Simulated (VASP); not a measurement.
Here is a VASP 6.6.1 calculation.

INCAR

```
ALGO     = Normal         # electronic algorithm
EDIFF    = 1E-6           # SCF threshold, eV
ENCUT    = 520            # plane-wave cutoff, eV
GGA      = PE             # functional
ISIF     = 2              # what is computed and relaxed
ISMEAR   = -1             # smearing method
LASPH    = T              # aspherical terms in the spheres
LCHARG   = T              # write CHGCAR
LELF     = T              # ELF
LREAL    = F              # projectors in reciprocal space
LVHAR    = T            
LWAVE    = F              # write WAVECAR
NBANDS   = 35             # bands
NELM     = 60             # most SCF steps
PREC     = Accurate       # precision mode
SIGMA    = 0.05           # smearing width, eV
```

Contents of KPOINTS:

```
k-points
0
Gamma
  6 3 9
```

File POSCAR:

```
Al2O3
1.0
    4.7134307408      0.0000000000      0.0000000000
    0.0000000000      9.7040314493      0.0000000000
    0.0000000000      0.0000000000      3.0258746922
Al O
4 6
Direct
    1.0675908718      0.8295142520      0.0000000000
   -0.0675908718      0.1704857480      0.0000000000
    0.5675908718      0.6704857480      0.5000000000
    0.4324091282      0.3295142520      0.5000000000
    0.5000000000      0.5000000000      0.5000000000
    0.2445848458      0.7728595434      0.5000000000
    0.2554151542      0.2728595434      0.0000000000
    0.7445848458      0.7271404566      0.0000000000
    0.0000000000      0.0000000000      0.0000000000
    0.7554151542      0.2271404566      0.5000000000
```

Potentials or basis: VASP PAW PBE potentials, release 64 (Al, O).

Launch:

```console
$ cat potpaw_PBE.64/Al/POTCAR potpaw_PBE.64/O/POTCAR > POTCAR
$ mpirun -np 1 vasp_std > vasp.out
```

Problem. Predict the band gap on the k mesh.

Solution. 3.40 eV.

Problem. Estimate the pressure.

Solution. 0.0 GPa.

Stress tensor (GPa, compression positive):
```
-0.11  0.00  0.00
 0.00  0.13  0.00
 0.00  0.00 -0.17
```

Caveat: an odd mesh through Γ misses points on the zone boundary, where band edges can lie.
